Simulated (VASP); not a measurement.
# BaTiO3 in VASP: a series of runs

BaTiO3 is run at these levels: BLYP+D3(BJ), LDA+U, r2SCAN+D3(BJ); tasks: single point.

Program: VASP 6.6.1. These are calculated values, not measurements. Logs are shortened: lines on timing, memory, paths and dates and some standing lists are left out, and cuts for length are marked.

## Step 1: The cell of the first run

The typed cell holds 10 atoms: a = 4.000 Å, b = 4.000 Å, c = 8.150 Å, α = 90.00°, β = 90.00°, γ = 89.93°.

## Step 2: Single point, BLYP+D3(BJ)

Input file INCAR:

```
PREC = Accurate ; ENCUT = 520
EDIFF = 1E-6 ; ISMEAR = -1
SIGMA = 0.05 ; LREAL = F
LASPH = T ; NELM = 80
ALGO = Normal ; ISIF = 2
LWAVE = F ; LCHARG = T
GGA = B5 ; ALDAX = 1.0
AGGAX = 1.0 ; AGGAC = 1.0
ALDAC = 0.0 ; IVDW = 12
VDW_S6 = 1.0 ; VDW_S8 = 2.6996
VDW_A1 = 0.4298 ; VDW_A2 = 4.2359
LELF = T ; LVHAR = T
NBANDS = 51
```

Input file KPOINTS:

```
Automatic mesh
0
Gamma
  7 7 4
```

Input file POSCAR:

```
BaTiO3
1.0
    4.0003809390      0.0026036608     -0.0000031448
    0.0026036608      3.9999810628     -0.0000020964
   -0.0000062896     -0.0000041927      8.1504499874
Ba Ti O
2 2 6
Direct
    0.4978842684      0.4979036615      0.2552666272
    0.5021080045      0.5020870620      0.7552664210
   -0.0127154982      0.9873843780      0.0130167172
    1.0126884495      1.0125858791      0.5130165429
    0.5094978315      1.0062417812      0.9957441841
    0.4905158054      0.9937703587      0.4957455077
    1.0063049082      0.5094118151      0.9957342146
    0.9937065232      0.4906054773      0.4957354405
    0.9997081321     -0.0002895376      0.2402365836
    0.0003015753      0.0002991348      0.7402377512
```

Potentials or basis: VASP PAW PBE potentials, release 64 (Ba_sv, Ti_sv, O).

The run is started by

```sh
> cat potpaw_PBE.64/Ba_sv/POTCAR potpaw_PBE.64/Ti_sv/POTCAR potpaw_PBE.64/O/POTCAR > POTCAR
> mpirun -np 1 vasp_std > vasp.out
```

OUTCAR:

```text
PREC = Accurate
   ENCUT = 520
   EDIFF = 1E-6
   ISMEAR = -1
   LREAL = F
   LASPH = T
   NELM = 80
   ISIF = 2
   GGA = B5
   IVDW = 12
 IVDW          = 12

 ion  position               nearest neighbor table
   1  0.498  0.498  0.255-   8 2.79   6 2.79   6 2.81   8 2.81   9 2.82   9 2.83   9 2.83   9 2.84
                             7 2.89   5 2.89   5 2.93   7 2.93   3 3.40   3 3.45   3 3.45   4 3.46
   2  0.502  0.502  0.755-   7 2.79   5 2.79   5 2.81   7 2.81  10 2.82  10 2.83  10 2.83  10 2.84
                             8 2.89   6 2.89   6 2.93   8 2.93   4 3.40   4 3.45   4 3.45   3 3.46
   3  0.987  0.987  0.013-   9 1.85   5 1.92   7 1.92   7 2.09   5 2.10  10 2.22   1 3.40   1 3.45
                             1 3.45   2 3.46   1 3.50   2 3.52   2 3.52   2 3.59
   4  0.013  0.013  0.513-  10 1.85   6 1.92   8 1.92   8 2.09   6 2.10   9 2.22   2 3.40   2 3.45
                             2 3.45   1 3.46   2 3.50   1 3.52   1 3.52   1 3.59
   5  0.509  0.006  0.996-   3 1.92   3 2.10   2 2.79   2 2.81   1 2.89   1 2.93
   6  0.491  0.994  0.496-   4 1.92   4 2.10   1 2.79   1 2.81   2 2.89   2 2.93
   7  0.006  0.509  0.996-   3 1.92   3 2.09   2 2.79   2 2.81   1 2.89   1 2.93
   8  0.994  0.491  0.496-   4 1.92   4 2.09   1 2.79   1 2.81   2 2.89   2 2.93
   9  1.000  1.000  0.240-   3 1.85   4 2.22   1 2.82   1 2.83   1 2.83   1 2.84
  10  0.000  0.000  0.740-   4 1.85   3 2.22   2 2.82   2 2.83   2 2.83   2 2.84

  LATTYP: Found a simple monoclinic cell.
 ALAT       =     3.9999819102
 B/A-ratio  =     2.0376217119
 C/A-ratio  =     1.0000999695
 COS(beta)  =    -0.0013017709

  Lattice vectors:

 A1 = (   0.0026036608,   3.9999810628,  -0.0000020964)
 A2 = (   0.0000062896,   0.0000041927,  -8.1504499874)
 A3 = (  -4.0003809390,  -0.0026036608,   0.0000031448)

Analysis of symmetry for initial positions (statically):
=====================================================================
 Subroutine PRICEL returns:
 Original cell was already a primitive cell.

 Routine SETGRP: Setting up the symmetry group for a
 simple monoclinic supercell.

 Subroutine GETGRP returns: Found  1 space group operations
 (whereof  1 operations were pure point group operations)
 out of a pool of  4 trial point group operations.

The static configuration has the point symmetry C_1 .

Analysis of symmetry for dynamics (positions and initial velocities):
=====================================================================
 Subroutine PRICEL returns:
 Original cell was already a primitive cell.

 Routine SETGRP: Setting up the symmetry group for a
 simple monoclinic supercell.

 Subroutine GETGRP returns: Found  1 space group operations
 (whereof  1 operations were pure point group operations)
 out of a pool of  4 trial point group operations.
[... 131 lines left out ...]
   EFERMI =   0.00;   METHOD = LEGACY
   ISMEAR =    -1;   SIGMA  =   0.05  broadening in eV -4-tet -1-fermi 0-gaus
   EFERMI_NEDOS =   21; number of points for ismear=-14 and -15
   IALGO  =     38    algorithm
   IMIX   =      4    mixing-type and parameters
     AMIX     =   0.40;   BMIX     =  1.00
     AMIX_MAG =   1.60;   BMIX_MAG =  1.00
  volume/ion in A,a.u.               =      13.04        88.01
  Fermi-wavevector in a.u.,A,eV,Ry     =   1.390992  2.628594 26.325347  1.934858
  Thomas-Fermi vector in A             =   2.514874
   LORBIT       =      0    0 simple, 1 ext, 2 COOP (PROOUT), +10 PAW based schemes
   GGA     = B5    functional components
   LHFCALC =     F    Hartree Fock is set to
   AEXX    =    0.0000 exact exchange contribution
   IVDW    =    12    specifies the selected vdW correction
   LEPSILON=     F    determine dielectric tensor
   LRPA    =     F    only Hartree local field effects (RPA)
 non-spin polarized calculation
  energy-cutoff  :      520.00
  volume of cell :      130.42
 maximum number of plane-waves:      3550
 NGX is ok and might be reduce to    30
   NGX = 15   NGY = 15   NGZ = 31

 number of electron      79.9999991 magnetization

 Free energy of the ion-electron system (eV)
  ---------------------------------------------------
  ext. energy  EPLUGINS =         0.00000000
  ---------------------------------------------------
  free energy    TOTEN  =       -76.24271187 eV

  energy without entropy =      -76.24271187  energy(sigma->0) =      -76.24271187

 E-fermi :   5.1309     XC(G=0): -10.6367

 val. band max:        3.9919744809   @ k =   0.4286   0.4286   0.2500
 cond. band min:       6.2071521709   @ k =   0.0000   0.0000   0.0000
 fundamental gap:      2.2151776901
 Fermi energy:         5.1308675231

 k-point     1 :       0.0000    0.0000    0.0000
  band No.  band energies     occupation
      1     -52.2124      2.00000
      2     -52.2116      2.00000
      3     -28.6739      2.00000
      4     -28.6322      2.00000
      5     -28.5816      2.00000
      6     -28.5802      2.00000
[... 1285 lines left out ...]
     50      11.2325      0.00000
     51      11.5485      0.00000

 [... further k-points ...]

------------------------ aborting loop because EDIFF is reached ----------------------------------------

 Edisp (eV)   -6.02943

 E8    (eV) :    -4.5107

  FORCE on cell =-STRESS in cart. coord.  units (eV):
  Direction    XX          YY          ZZ          XY          YZ          ZX
  --------------------------------------------------------------------------------------
  -------------------------------------------------------------------------------------
  Total       1.54000     1.53906     1.66149    -0.02211    -0.00018    -0.00012
  in kB      18.91866    18.90713    20.41120    -0.27158    -0.00227    -0.00147
  external pressure =       19.41 kB  Pullay stress =        0.00 kB

 VOLUME and BASIS-vectors are now :
 -----------------------------------------------------------------------------
  energy-cutoff  :      520.00
  volume of cell :      130.42
      direct lattice vectors                 reciprocal lattice vectors
     4.000380939  0.002603661 -0.000003145     0.249976299 -0.000162714  0.000000193
     0.002603661  3.999981063 -0.000002096    -0.000162714  0.250001289  0.000000128
    -0.000006290 -0.000004193  8.150449987     0.000000096  0.000000064  0.122692612

 POSITION                                       TOTAL-FORCE (eV/Angst)
 -----------------------------------------------------------------------------------
      1.99302      1.99290      2.08054         0.002287      0.002240     -0.030829
      2.00993      2.00964      6.15576        -0.002324     -0.002259     -0.030994
      3.95208      3.95209      0.10609         0.053903      0.053265     -0.105850
      0.05079      0.05037      4.18132        -0.053372     -0.052722     -0.105705
      2.03820      0.02629      8.11576        -0.056923     -0.003595      0.013071
      1.96483      3.97634      4.04055         0.056774      0.003454      0.013041
      0.02654      2.03765      8.11568        -0.003748     -0.056372      0.013102
      3.97648      1.96500      4.04046         0.003572      0.056116      0.013076
      4.00181      4.00142      1.95803         0.000640      0.000661      0.110600
      0.00120      0.00119      6.03327        -0.000810     -0.000788      0.110487
 -----------------------------------------------------------------------------------
    total drift:                                0.000038      0.000038     -0.000171

  FREE ENERGIE OF THE ION-ELECTRON SYSTEM (eV)
  ---------------------------------------------------
  free  energy   TOTEN  =       -82.2721409755 eV

  energy  without entropy=      -82.2721409754  energy(sigma->0) =      -82.27214098
```

Run time: 15 min. Hardware: 1 thread of Intel Xeon 8259CL, shared host; peak memory 0.62 GiB.

Results:

| Item | Value |
| --- | --- |
| Free energy | -82.2721 eV |
| Pressure | 1.9 GPa |
| Largest force | 0.130 eV/Å |
| Band gap on the k mesh | 2.22 eV |
| Dispersion energy per atom | -0.603 eV |

Forces on the atoms (eV/Å):
```
Ba   0.002  0.002 -0.031
Ba  -0.002 -0.002 -0.031
Ti   0.054  0.053 -0.106
Ti  -0.053 -0.053 -0.106
O   -0.057 -0.004  0.013
O    0.057  0.003  0.013
O   -0.004 -0.056  0.013
O    0.004  0.056  0.013
O    0.001  0.001  0.111
O   -0.001 -0.001  0.110
```

Levels at points of the mesh, in eV from the valence-band top:
```tsv
k point	band 37	band 38	band 39	band 40	band 41	band 42	band 43	band 44
(0.00, 0.00, 0.00)	-0.65	-0.42	-0.39	-0.36	2.22	2.28	2.42	2.46
(0.00, 0.00, 0.50)	-0.59	-0.59	-0.51	-0.51	2.28	2.28	3.08	3.08
```

Caveat: the PAW data sets were made with another functional, which shifts forces and pressure a little; spin-orbit coupling is left out, which moves the levels of the heavy elements. Expect the measured gap to be larger: semilocal functionals such as BLYP lack the derivative discontinuity.

## Step 3: Single point, LDA+U

This run uses another cell than the first one, of 12.30 Å³/atom.

Input file INCAR:

```
PREC = Accurate
ENCUT = 600
EDIFF = 1E-6
ISMEAR = -1
SIGMA = 0.05
LREAL = False
LASPH = True
NELM = 200
ALGO = Normal
ISIF = 2
LWAVE = False
LCHARG = False
LMAXMIX = 4
LDAU = True
LDAUTYPE = 2
LDAUL = -1 2 -1
LDAUU = 0 5 0
LDAUJ = 0 0 0
LDAUPRINT = 1
NBANDS = 51
GGA_COMPAT = False
KPAR = 4
```

KPOINTS is that of step 2.

Input file POSCAR:

```
BaTiO3
1.0
    3.9470701369      0.0000360833     -0.0000302959
    0.0000360833      3.9470550391     -0.0000171650
   -0.0000605917     -0.0000343301      7.8939947729
Ba Ti O
2 2 6
Direct
    0.5000224953      0.5000252154      0.2500045515
    0.5000161149      0.5000371322      0.7500027688
    0.0000479659      1.0000902273      0.0000121610
    1.0000227228      1.0000461180      0.5000075833
    0.4999695083      0.9999499408      1.0000133300
    0.4999868958      0.9999806055      0.4999927928
    0.9999925587      0.4999388804      0.9999861670
    1.0000147435      0.4999750107      0.4999907827
    0.9999564529     -0.0000228410      0.2499949155
   -0.0000294582     -0.0000202794      0.7499949376
```

Potentials or basis: VASP PAW LDA potentials, release 64 (Ba_sv, Ti_sv, O).

The run is started by

```sh
> cat potpaw_LDA.64/Ba_sv/POTCAR potpaw_LDA.64/Ti_sv/POTCAR potpaw_LDA.64/O/POTCAR > POTCAR
> mpirun -np 4 vasp_std > vasp.out
```

Wall time 3.9 min (4 MPI ranks of Intel Xeon Platinum 8259CL at 2.50GHz (Skylake/Cascade Lake), shared host); peak memory 0.65 GiB.

It converged, with:

```
Free energy            : -81.4739 eV
Pressure               : 5.1 GPa
Largest force          : 0.004 eV/Å
Band gap on the k mesh : 2.37 eV
```

Forces on the atoms (eV/Å):
```
Ba   0.000  0.000  0.000
Ba   0.000  0.000  0.000
Ti  -0.002 -0.004 -0.001
Ti  -0.001 -0.001 -0.001
O    0.002  0.001 -0.001
O    0.001  0.000  0.000
O    0.000  0.003  0.001
O    0.000  0.001  0.000
O    0.001  0.000  0.000
O    0.000  0.000  0.001
```

Levels at points of the mesh, in eV from the valence-band top:
| k point | band 36 | band 37 | band 38 | band 39 | band 40 | band 41 | band 42 | band 43 | band 44 | band 45 |
| --- | --- | --- | --- | --- | --- | --- | --- | --- | --- | --- |
| (0.00, 0.00, 0.00) | -0.78 | -0.78 | -0.11 | -0.11 | -0.11 | 2.37 | 2.37 | 2.37 | 2.60 | 4.27 |
| (0.00, 0.00, 0.50) | -1.25 | -0.47 | -0.47 | -0.47 | -0.47 | 2.48 | 2.48 | 3.39 | 3.39 | 3.39 |

Eigenvalues of the final occupation matrices:
```csv
site,spin,trace,eigenvalues
site 3 d,1,0.81,0.10 0.10 0.10 0.25 0.25
site 3 d,2,0.81,0.10 0.10 0.10 0.25 0.25
site 4 d,1,0.81,0.10 0.10 0.10 0.25 0.25
site 4 d,2,0.81,0.10 0.10 0.10 0.25 0.25
```

Caveat: the cell stands under pressure; spin-orbit coupling is left out, which moves the levels of the heavy elements.

## Step 4: Single point, LDA+U

This run uses another cell than the first one, of 12.27 Å³/atom.

Input file INCAR:

```
SYSTEM = BaTiO3
ALGO = Normal ; EDIFF = 1E-6
ENCUT = 600 ; GGA = CA
GGA_COMPAT = .False. ; ISIF = 2
ISMEAR = -1 ; KPAR = 4
LASPH = .True. ; LCHARG = .True.
LDAU = .True. ; LDAUJ = 0 0 0
LDAUL = -1 2 -1 ; LDAUPRINT = 1
LDAUTYPE = 2 ; LDAUU = 0 1 0
LMAXMIX = 4 ; LREAL = .False.
LVHAR = .True. ; LWAVE = .False.
NBANDS = 51 ; NELM = 200
PREC = Accurate ; SIGMA = 0.05
```

Input file KPOINTS:

```
k-points
0
Gamma
  7 7 4
  0 0 0
```

Input file POSCAR:

```
BaTiO3
1.0
    3.9437474290     -0.0016925761      0.0017503820
   -0.0016925761      3.9440993843     -0.0017597200
    0.0035007639     -0.0035194399      7.8887054529
Ba Ti O
2 2 6
Direct
    0.5039104081      0.4960429790      0.2520031939
    0.5039139294      0.4960388240      0.7520033078
    0.0110706938      0.9888032738      0.0056582976
    1.0111048983      0.9887923181      0.5056580533
    0.4926762270      1.0038898620      0.9980407006
    0.4926499669      1.0038845569      0.4980417596
    0.9961714692      0.5074227820      0.9980433771
    0.9961492043      0.5074082971      0.4980446039
    0.9961791775      0.0038599208      0.2462539780
   -0.0038259744      0.0038571962      0.7462527183
```

The run is started by

```sh
> cat potpaw_LDA.64/Ba_sv/POTCAR potpaw_LDA.64/Ti_sv/POTCAR potpaw_LDA.64/O/POTCAR > POTCAR
> mpirun -np 4 vasp_std > vasp.out
```

Run time: 2.9 min. Hardware: 4 MPI ranks of Intel Xeon Platinum 8488C (Sapphire Rapids), shared host; peak memory 0.65 GiB.

It converged, with:

| Quantity | Value |
| --- | --- |
| Free energy | -86.8849 eV |
| Pressure | 2.9 GPa |
| Largest force | 0.175 eV/Å |
| Band gap on the k mesh | 2.13 eV |

Forces on the atoms (eV/Å):
```
Ba  -0.016  0.016 -0.017
Ba  -0.016  0.017 -0.017
Ti  -0.100  0.101 -0.102
Ti  -0.100  0.101 -0.102
O    0.104 -0.006  0.006
O    0.105 -0.006  0.006
O    0.006 -0.105  0.006
O    0.006 -0.105  0.006
O    0.006 -0.006  0.106
O    0.006 -0.006  0.107
```

Levels at points of the mesh, in eV from the valence-band top:
```tsv
k point	band 36	band 37	band 38	band 39	band 40	band 41	band 42	band 43	band 44	band 45
(0.00, 0.00, 0.00)	-0.79	-0.74	-0.24	-0.17	-0.17	2.13	2.13	2.21	2.33	3.92
(0.00, 0.00, 0.50)	-1.21	-0.51	-0.51	-0.48	-0.48	2.23	2.23	3.07	3.07	3.11
```

Eigenvalues of the final occupation matrices:
```tsv
site	spin	trace	eigenvalues
site 3 d	1	0.90	0.13 0.13 0.13 0.26 0.26
site 3 d	2	0.90	0.13 0.13 0.13 0.26 0.26
site 4 d	1	0.90	0.13 0.13 0.13 0.26 0.26
site 4 d	2	0.90	0.13 0.13 0.13 0.26 0.26
```

Caveat: spin-orbit coupling is left out, which moves the levels of the heavy elements. A k mesh can miss the band edges.

## Step 5: Single point, r2SCAN+D3(BJ)

This run uses another cell than the first one, of 12.83 Å³/atom.

Input file POSCAR:

```
BaTiO3
1.0
    3.9825802194      0.0025285039      0.0000060783
    0.0025285039      3.9818010065      0.0000084927
    0.0000121567      0.0000169854      8.0936055041
Ba Ti O
2 2 6
Direct
    0.4980921132      0.4981244867      0.2544616048
    0.5019075442      0.5018758884      0.7544711057
   -0.0126610361      0.9875251664      0.0123361975
    1.0126692207      1.0124765809      0.5123448876
    0.5097879973      1.0055234968      0.9963454830
    0.4902085969      0.9944772647      0.4963457811
    1.0056229678      0.5096238850      0.9963287143
    0.9943731145      0.4903744257      0.4963279452
    0.9997108689     -0.0002856264      0.2405160769
    0.0002886125      0.0002844418      0.7405221940
```

Input file INCAR.step1:

```
SYSTEM = BaTiO3
PREC = Accurate ; ENCUT = 520
ISMEAR = -1 ; SIGMA = 0.05
LREAL = .False. ; LASPH = .True.
NELM = 80 ; NBANDS = 51
GGA = PE ; ALGO = Normal
EDIFF = 1E-4 ; LWAVE = .True.
LCHARG = .False.
```

Input file INCAR.step2:

```
SYSTEM = BaTiO3
PREC = Accurate ; ENCUT = 520
EDIFF = 1E-7 ; ISMEAR = -1
SIGMA = 0.05 ; LREAL = .False.
LASPH = .True. ; NELM = 80
ALGO = Normal ; ISIF = 2
LWAVE = .False. ; LCHARG = .True.
METAGGA = R2SCAN ; LMIXTAU = .True.
IVDW = 12 ; VDW_S6 = 1.0
VDW_S8 = 0.78981345 ; VDW_A1 = 0.49484001
VDW_A2 = 5.73083694 ; LELF = .True.
LVHAR = .True. ; NBANDS = 51
ISTART = 1
```

Input file KPOINTS:

```
Automatic mesh
0
Gamma
  7 7 4
  0 0 0
```

Potentials or basis: VASP PAW PBE potentials, release 64 (Ba_sv, Ti_sv, O).

The run is started by

```sh
> cat potpaw_PBE.64/Ba_sv/POTCAR potpaw_PBE.64/Ti_sv/POTCAR potpaw_PBE.64/O/POTCAR > POTCAR
> cp INCAR.step1 INCAR
> mpirun -np 1 vasp_std > vasp.out
> cp INCAR.step2 INCAR
> mpirun -np 1 vasp_std > vasp.out
```

Wall time 80 min (1 thread of Oxide Virtual Turin-like, shared host); peak memory 0.59 GiB.

It converged, with:

* Free energy: -149.7713 eV
* Pressure: 2.0 GPa
* Largest force: 0.160 eV/Å
* Band gap on the k mesh: 2.62 eV
* Dispersion energy per atom: -0.127 eV

Forces in eV/Å, atoms in the order of the input:
```
Ba   0.003  0.003 -0.022
Ba  -0.003 -0.003 -0.023
Ti   0.068  0.067 -0.127
Ti  -0.068 -0.067 -0.129
O   -0.069 -0.005  0.012
O    0.069  0.005  0.013
O   -0.006 -0.068  0.012
O    0.006  0.068  0.013
O    0.001  0.001  0.125
O   -0.001 -0.001  0.125
```

Levels at points of the mesh, in eV from the valence-band top:
```csv
k point,band 38,band 39,band 40,band 41,band 42,band 43
"(0.00, 0.00, 0.00)",-0.39,-0.36,-0.35,2.62,2.69,2.79
"(0.00, 0.00, 0.50)",-0.60,-0.53,-0.53,2.70,2.70,3.52
```

Caveat: the PAW data sets were made with another functional, which shifts forces and pressure a little; spin-orbit coupling is left out, which moves the levels of the heavy elements. A k mesh can miss the band edges.

## Step 6: Overview

| level | potentials or basis | U | cell | cutoff (eV) | gap on the mesh (eV) | pressure (GPa) | largest force (eV/Å) |
| --- | --- | --- | --- | --- | --- | --- | --- |
| BLYP+D3(BJ) | VASP PAW PBE potentials, release 64 (Ba_sv, Ti_sv, O) | - | a = 4.000, b = 4.000, c = 8.150 Å, angles 90.0, 90.0, 89.9°, 10 atoms, atomic positions A | 520 | 2.22 | 1.9 | 0.13 |
| LDA+U | VASP PAW LDA potentials, release 64 (Ba_sv, Ti_sv, O) | Ti d U = 5.0 eV | a = 3.947, b = 3.947, c = 7.894 Å, 10 atoms, atomic positions B | 600 | 2.37 | 5.1 | - |
| LDA+U | VASP PAW LDA potentials, release 64 (Ba_sv, Ti_sv, O) | Ti d U = 1.0 eV | a = 3.944, b = 3.944, c = 7.889 Å, angles 90.1, 89.9, 90.0°, 10 atoms, atomic positions C | 600 | 2.13 | 2.9 | 0.18 |
| r2SCAN+D3(BJ) | VASP PAW PBE potentials, release 64 (Ba_sv, Ti_sv, O) | - | a = 3.983, b = 3.982, c = 8.094 Å, angles 90.0, 90.0, 89.9°, 10 atoms, atomic positions D | 520 | 2.62 | 2.0 | 0.16 |

Alike in all rows: task single point; no spin polarisation; k mesh 7 × 7 × 4; smearing fermi-dirac 0.05 eV.

Caveats: spin-orbit coupling is left out, which moves the levels of the heavy elements; the PAW data sets were made with another functional, which shifts forces and pressure a little (at least some runs); the cell stands under pressure (at least some runs).

Absolute energies hang on the potentials; compare differences alone.
